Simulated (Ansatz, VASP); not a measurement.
## Two plane-wave programs on CoO

```
Co O
1.0
     0.00000    2.39265    1.69160
     2.39265    0.00000    1.69160
     2.39265    2.39265    0.00000
Co O
1 1
Direct
  0.00000 0.00000 0.00000
  0.50000 0.50000 0.50000
```

Alike in both runs: task single point; functional PBEsol; k mesh 22 × 22 × 22; occupations gaussian, width 0.15 eV; collinear spin.

```csv
,VASP,Ansatz
version,VASP 6.6.1,Ansatz 0.2.0
potentials or method,"VASP PAW PBE potentials, release 64 (Co, O), cutoff 520 eV","scalar-relativistic, plane waves, PAW"
valence electrons in the cell,15,23
```

|  | VASP | Ansatz | Ansatz less VASP |
| --- | --- | --- | --- |
| gap on the k mesh at the Fermi level (eV) | none | none | - |
| net moment per atom (μB) | 1.23 | 1.23 | +0.002 |
| size of the moment on the site where the two differ most (μB) | 2.10 | 1.84 | -0.262 |

VASP's potentials were made for PBE, not for PBEsol. Site moments also hang on the region over which each program counts them. A gap of «none» marks a metal or a gap that the smearing closes. VASP's potentials hold 15 valence electrons a cell and Ansatz's 23, so a difference there can come from the potentials and not from the codes.
